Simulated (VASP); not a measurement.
# BP (F-43m) in VASP: vibrations by perturbation theory with PBEsol

Aim: the vibrations by perturbation theory of BP with PBEsol.

All numbers are computed with VASP 6.6.1; they aren't measurements. Logs are shortened: lines on timing, memory, paths and dates and some standing lists are left out, and cuts for length are marked.

### Step 1. The cell of the first run

Symmetry: F-43m, No. 216, cubic system. The conventional cell has a = 4.520 Å, b = 4.520 Å, c = 4.520 Å, α = 90.00°, β = 90.00°, γ = 90.00°. B (site symmetry -43m) has 4 P at 1.96 Å within 2.6 Å. P (site symmetry -43m) has 4 B at 1.96 Å within 2.6 Å.

### Step 2. Vibrations by perturbation theory, PBEsol

Input file INCAR:

```
  PREC = Accurate
  ENCUT = 520
  EDIFF = 1E-8
  ISMEAR = 0
  SIGMA = 0.01
  LREAL = F
  LASPH = T
  NELM = 80
  ALGO = Normal
  ISIF = 2
  LWAVE = F
  LCHARG = F
  GGA = PS
  IBRION = 8
  NSW = 1
```

Input file KPOINTS:

```
Automatic mesh
0
Gamma
  8 8 8
```

Input file POSCAR:

```
BP
1.0
    0.0000000000      2.2600709069      2.2600709069
    2.2600709069      0.0000000000      2.2600709069
    2.2600709069      2.2600709069      0.0000000000
B P
1 1
Direct
    0.0000000000      0.0000000000      0.0000000000
    0.7500000000      0.7500000000      0.7500000000
```

Potentials or basis: VASP PAW PBE potentials, release 64 (B, P).

On the command line:

```sh
cat potpaw_PBE.64/B/POTCAR potpaw_PBE.64/P/POTCAR > POTCAR
mpirun -np 1 vasp_std > vasp.out
```

OUTCAR:

```text
PREC = Accurate
   ENCUT = 520
   EDIFF = 1E-8
   ISMEAR = 0
   LREAL = F
   LASPH = T
   NELM = 80
   ISIF = 2
   GGA = PS
   IBRION = 8
   NSW = 1

 ion  position               nearest neighbor table
   1  0.000  0.000  0.000-   2 1.96   2 1.96   2 1.96   2 1.96
   2  0.750  0.750  0.750-   1 1.96   1 1.96   1 1.96   1 1.96

  LATTYP: Found a face centered cubic cell.
 ALAT       =     4.5201418138

  Lattice vectors:

 A1 = (   0.0000000000,   2.2600709069,   2.2600709069)
 A2 = (   2.2600709069,   0.0000000000,   2.2600709069)
 A3 = (   2.2600709069,   2.2600709069,   0.0000000000)

Analysis of symmetry for initial positions (statically):
=====================================================================
 Subroutine PRICEL returns:
 Original cell was already a primitive cell.

 Routine SETGRP: Setting up the symmetry group for a
 face centered cubic supercell.

 Subroutine GETGRP returns: Found 24 space group operations
 (whereof 24 operations were pure point group operations)
 out of a pool of 48 trial point group operations.

The static configuration has the point symmetry T_d .

Analysis of symmetry for dynamics (positions and initial velocities):
=====================================================================
 Subroutine PRICEL returns:
 Original cell was already a primitive cell.

 Routine SETGRP: Setting up the symmetry group for a
 face centered cubic supercell.

 Subroutine GETGRP returns: Found 24 space group operations
 (whereof 24 operations were pure point group operations)
 out of a pool of 48 trial point group operations.

The dynamic configuration has the point symmetry T_d .

 Subroutine INISYM returns: Found 24 space group operations
 (whereof 24 operations are pure point group operations),
 and found     1 'primitive' translations

----------------------------------------------------------------------------------------

                                     Primitive cell

  volume of cell :      23.0885

  direct lattice vectors                    reciprocal lattice vectors
     0.000000000  2.260070907  2.260070907    -0.221231997  0.221231997  0.221231997
     2.260070907  0.000000000  2.260070907     0.221231997 -0.221231997  0.221231997
     2.260070907  2.260070907  0.000000000     0.221231997  0.221231997 -0.221231997

  length of vectors
     3.196222928  3.196222928  3.196222928     0.383185059  0.383185059  0.383185059

  position of ions in fractional coordinates (direct lattice)
     0.000000000  0.000000000  0.000000000
     0.750000000  0.750000000  0.750000000

  ion indices of the primitive-cell ions
   primitive index   ion index
                 1           1
                 2           2

----------------------------------------------------------------------------------------

 KPOINTS: Automatic mesh

Automatic generation of k-mesh.
 Grid dimensions read from file:
 generate k-points for:    8    8    8

 Generating k-lattice:

  Cartesian coordinates                     Fractional coordinates (reciprocal lattice)
    -0.027654000  0.027654000  0.027654000     0.125000000  0.000000000  0.000000000
     0.027654000 -0.027654000  0.027654000     0.000000000  0.125000000  0.000000000
     0.027654000  0.027654000 -0.027654000     0.000000000  0.000000000  0.125000000

  Length of vectors
     0.047898132  0.047898132  0.047898132

  Shift w.r.t. Gamma in fractional coordinates (k-lattice)
     0.000000000  0.000000000  0.000000000

 Subroutine IBZKPT returns following result:
 ===========================================

 Found     29 irreducible k-points:

 Following reciprocal coordinates:
            Coordinates               Weight
  0.000000  0.000000  0.000000      1.000000
  0.125000  0.000000  0.000000      8.000000
  0.250000  0.000000  0.000000      8.000000
  0.375000  0.000000  0.000000      8.000000
  0.500000  0.000000  0.000000      4.000000
  0.125000  0.125000  0.000000      6.000000
[... 16 lines left out ...]
  0.500000  0.250000  0.125000     48.000000
 -0.375000  0.250000  0.125000     24.000000
 [... further k-points ...]
   k-points           NKPTS =     29   k-points in BZ     NKDIM =     29   number of bands    NBANDS=      8
   number of dos      NEDOS =    301   number of ions     NIONS =      2
   total plane-waves  NPLWV =  13824
   dimension x,y,z NGX =    24 NGY =   24 NGZ =   24
   dimension x,y,z NGXF=    48 NGYF=   48 NGZF=   48
   ions per type =               1   1
   NGX,Y,Z   is equivalent  to a cutoff of  12.48, 12.48, 12.48 a.u.
   NGXF,Y,Z  is equivalent  to a cutoff of  24.97, 24.97, 24.97 a.u.
 SYSTEM =  unknown system
   PREC   = accura    normal or accurate (medium, high low for compatibility)
   ISTART =      0    job   : 0-new  1-cont  2-samecut
   ICHARG =      2    charge: 1-file 2-atom 10-const
   ISPIN  =      1    spin polarized calculation?
   LNONCOLLINEAR =      F non collinear calculations
   LSORBIT =      F    spin-orbit coupling
   LASPH  =      T    aspherical Exc in radial PAW
   ENCUT  =  520.0 eV  38.22 Ry    6.18 a.u.   5.94  5.94  5.94*2*pi/ulx,y,z
   NELM   =     80;   NELMIN=  2; NELMDL= -5     # of ELM steps
   EDIFF  = 0.1E-07   stopping-criterion for ELM
   LREAL  =      F    real-space projection
   EDIFFG = 0.1E-06   stopping-criterion for IOM
   NSW    =      1    number of steps for IOM
   IBRION =      8    ionic relax: 0-MD 1-quasi-New 2-CG
   NFREE  =      0    steps in history (QN), initial steepest desc. (CG)
   ISIF   =      2    stress and relaxation
   ISYM   =      2    0-nonsym 1-usesym 2-fastsym
   POTIM  = 0.5000    time-step for ionic-motion
   TEBEG  =    0.0;   TEEND  =   0.0 temperature during run
   PSTRESS=    0.0 pullay stress
   NELECT =       8.0000    total number of electrons
   NUPDOWN=      -1.0000    fix difference up-down
   EMIN   =  10.00;   EMAX   =-10.00  energy-range for DOS
   EFERMI =   0.00;   METHOD = LEGACY
   ISMEAR =     0;   SIGMA  =   0.01  broadening in eV -4-tet -1-fermi 0-gaus
   EFERMI_NEDOS =   21; number of points for ismear=-14 and -15
   IALGO  =     38    algorithm
   IMIX   =      4    mixing-type and parameters
     AMIX     =   0.40;   BMIX     =  1.00
     AMIX_MAG =   1.60;   BMIX_MAG =  1.00
  volume/ion in A,a.u.               =      11.54        77.90
  Fermi-wavevector in a.u.,A,eV,Ry     =   1.149845  2.172893 17.988865  1.322144
  Thomas-Fermi vector in A             =   2.286513
   LORBIT       =      0    0 simple, 1 ext, 2 COOP (PROOUT), +10 PAW based schemes
   GGA     = PS    functional components
   LHFCALC =     F    Hartree Fock is set to
   AEXX    =    0.0000 exact exchange contribution
   IVDW    =     0    specifies the selected vdW correction
   LEPSILON=     F    determine dielectric tensor
   LRPA    =     F    only Hartree local field effects (RPA)
 non-spin polarized calculation
 Gauss-broadening in eV      SIGMA  =   0.01
  energy-cutoff  :      520.00
  volume of cell :       23.09
 maximum number of plane-waves:       636
   NGX = 11   NGY = 11   NGZ = 11

--------------------------------------- Ionic step        1  -------------------------------------------

 number of electron       8.0000001 magnetization

 Free energy of the ion-electron system (eV)
  ---------------------------------------------------
  ext. energy  EPLUGINS =         0.00000000
  ---------------------------------------------------
  free energy    TOTEN  =       -13.67158243 eV

  energy without entropy =      -13.67158243  energy(sigma->0) =      -13.67158243

 E-fermi :   7.6070     XC(G=0): -11.0953

 val. band max:        7.5468250297   @ k =   0.0000   0.0000   0.0000
 cond. band min:       8.6958839474   @ k =   0.3750   0.3750   0.0000
 fundamental gap:      1.1490589177
 Fermi energy:         7.6069890967

 k-point     1 :       0.0000    0.0000    0.0000
  band No.  band energies     occupation
      1      -8.0576      2.00000
      2       7.5468      2.00000
      3       7.5468      2.00000
      4       7.5468      2.00000
      5      10.9208      0.00000
      6      10.9208      0.00000
      7      10.9208      0.00000
      8      15.0692      0.00000
[... 243 lines left out ...]
 k-point    24 :      -0.3750    0.2500    0.1250
  band No.  band energies     occupation
      1      -3.9944      2.00000
      2      -1.0258      2.00000
      3       2.9508      2.00000
      4       4.3623      2.00000
      5      11.6463      0.00000
      6      12.7209      0.00000
      7      15.8973      0.00000
      8      17.3423      0.00000

 [... further k-points ...]
[... 5 lines left out ...]
  --------------------------------------------------------------------------------------
  -------------------------------------------------------------------------------------
  Total        0.0179174      0.0179174      0.0179174      0.0000000      0.0000000     -0.0000000
  in kB        1.2433401      1.2433401      1.2433401      0.0000000      0.0000000     -0.0000000
  external PRESSURE =       1.2433401 kB  Pullay stress =       0.0000000 kB

 VOLUME and BASIS-vectors are now :
 -----------------------------------------------------------------------------
  energy-cutoff  :      520.00
  volume of cell :       23.09
      direct lattice vectors                 reciprocal lattice vectors
     0.000000000  2.260070907  2.260070907    -0.221231997  0.221231997  0.221231997
     2.260070907  0.000000000  2.260070907     0.221231997 -0.221231997  0.221231997
     2.260070907  2.260070907  0.000000000     0.221231997  0.221231997 -0.221231997

 POSITION                                       TOTAL-FORCE (eV/Angst)
 -----------------------------------------------------------------------------------
      0.00000      0.00000      0.00000         0.000000      0.000000      0.000000
      3.39011      3.39011      3.39011        -0.000000     -0.000000     -0.000000
 -----------------------------------------------------------------------------------
    total drift:                               -0.000000     -0.000000     -0.000000

  FREE ENERGIE OF THE ION-ELECTRON SYSTEM (eV)
  ---------------------------------------------------
  free  energy   TOTEN  =       -13.6715824325 eV

  energy  without entropy=      -13.6715824325  energy(sigma->0) =      -13.67158243

[... ionic steps 2 to 3 ...]

--------------------------------------- Ionic step        4  -------------------------------------------

------------------------ aborting loop because EDIFF is reached ----------------------------------------

[... ionic steps 5 to 6 ...]

--------------------------------------- Ionic step        7  -------------------------------------------

 Free energy of the ion-electron system (eV)
  ---------------------------------------------------
  ---------------------------------------------------
  free energy    TOTEN  =        -0.04071482 eV

  energy without entropy =       -0.04071482

------------------------ aborting loop because EDIFF is reached ----------------------------------------

 INTERNAL STRAIN TENSOR  FOR ION    2  DIRECTION 1   (eV/Angst):
 -----------------------------------------------------------------------------
    -0.01159  0.00000  0.00000
     0.00000  0.00906  7.44376
     0.00000  7.44376  0.00906

 INTERNAL STRAIN TENSOR FOR ION    2 for displacements in x,y,z  (eV/Angst):
          X           Y           Z          XY          YZ          ZX
  --------------------------------------------------------------------------------
  x    -0.00000     0.00000     0.00000     0.00000     7.44376     0.00000
  y    -0.00000     0.00000    -0.00000     0.00000     0.00000     7.44376
  z     0.00000     0.00000    -0.00000     7.44376     0.00000     0.00000

 SECOND DERIVATIVES (NOT SYMMETRIZED)
 ------------------------------------
               1X          1Y          1Z          2X          2Y          2Z
  1X   -19.391761    0.000000    0.000000   19.391761    0.000000    0.000000
  1Y     0.000000  -19.391761    0.000000    0.000000   19.391761    0.000000
  1Z     0.000000    0.000000  -19.391761    0.000000    0.000000   19.391761
  2X    19.389500    0.000000    0.000000  -19.389500    0.000000    0.000000
  2Y     0.000000   19.389500    0.000000    0.000000  -19.389500    0.000000
  2Z     0.000000    0.000000   19.389500    0.000000    0.000000  -19.389500

 Eigenvectors and eigenvalues of the dynamical matrix
 ----------------------------------------------------

   1 f  =   24.318200 THz   152.795755 2PiTHz  811.167827 cm-1   100.571948 meV
             X         Y         Z           dx          dy          dz
      0.000000  0.000000  0.000000     0.000000   -0.000000   -0.860984
      3.390106  3.390106  3.390106     0.000000   -0.000000    0.508632

   2 f  =   24.318200 THz   152.795755 2PiTHz  811.167827 cm-1   100.571948 meV
             X         Y         Z           dx          dy          dz
      0.000000  0.000000  0.000000     0.000000   -0.860984    0.000000
      3.390106  3.390106  3.390106     0.000000    0.508632    0.000000
[... 11 lines left out ...]
   5 f/i=    0.000621 THz     0.003900 2PiTHz    0.020703 cm-1     0.002567 meV
             X         Y         Z           dx          dy          dz
      0.000000  0.000000  0.000000    -0.099983    0.489779   -0.093952
      3.390106  3.390106  3.390106    -0.169246    0.829070   -0.159036

   6 f/i=    0.000621 THz     0.003900 2PiTHz    0.020703 cm-1     0.002567 meV
             X         Y         Z           dx          dy          dz
      0.000000  0.000000  0.000000    -0.498673   -0.099326    0.012893
      3.390106  3.390106  3.390106    -0.844126   -0.168133    0.021824

--------------------------------------------------------------------------------------------------------

 ELASTIC MODULI CONTR FROM IONIC RELAXATION (kBar)
 Direction    XX          YY          ZZ          XY          YZ          ZX
 --------------------------------------------------------------------------------
 XX          -0.0000      0.0000      0.0000     -0.0000      0.0000      0.0000
 YY           0.0000     -0.0000      0.0000     -0.0000     -0.0000     -0.0000
 ZZ           0.0000      0.0000     -0.0000      0.0000     -0.0000      0.0000
 XY          -0.0000     -0.0000      0.0000   -210.5755     -0.0000      0.0000
 YZ           0.0000     -0.0000     -0.0000     -0.0000   -210.5755      0.0000
 ZX           0.0000     -0.0000      0.0000      0.0000      0.0000   -210.5755
 --------------------------------------------------------------------------------
```

Wall time 27 s (1 thread of Intel Xeon Platinum 8559C (Emerald Rapids), shared host); peak memory 0.17 GiB.

Results:

```yaml
Highest_phonon_frequency_at_Γ_LO-TO_splitting_left_out: 811 cm⁻¹
```

Phonon frequencies in cm⁻¹ (negative: imaginary):
```
              q point        frequencies
(0.000, 0.000, 0.000)  0 0 0 811 811 811
```

Caveat: the PAW data sets were made with another functional, which shifts forces and pressure a little.
